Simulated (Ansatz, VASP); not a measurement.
**Two plane-wave programs on Sb**

```
Sb
1.0
    -1.42630    1.42630    1.42630
     1.42630   -1.42630    1.42630
     1.42630    1.42630   -1.42630
Sb
1
Direct
  0.00000 0.00000 0.00000
```

Alike in both runs: task relaxation of cell and atoms; functional r2SCAN; k mesh 10 × 10 × 10; occupations gaussian, width 0.1 eV; no spin polarisation.

|  | VASP | Ansatz |
| --- | --- | --- |
| version | VASP 6.6.1 | Ansatz 0.2.0 |
| potentials or method | VASP PAW PBE potentials, release 64 (Sb), cutoff 600 eV | scalar-relativistic, plane waves, PAW |
| valence electrons in the cell | 5 | 15 |

Ansatz gave:

```
gap on the k mesh at the Fermi level, each at its own relaxed structure (eV) : none
relaxed volume (Å³/atom)                                                     : 27.08
relaxed cell length with the largest relative difference (Å)                 : 3.277
```

Q: What did VASP give for the same quantities?

A: gap on the k mesh at the Fermi level, each at its own relaxed structure (eV): none; relaxed volume (Å³/atom): 27.19; relaxed cell length with the largest relative difference (Å): 3.281.

VASP's potentials were made for PBE, not for r2SCAN. A gap of «none» marks a metal or a gap that the smearing closes. VASP's potentials hold 5 valence electrons a cell and Ansatz's 15, so a difference there can come from the potentials and not from the codes.

Spin-orbit coupling is off throughout. Noted on VASP's run: the volume moved by over 15 % at a fixed basis, so the end points are rough.
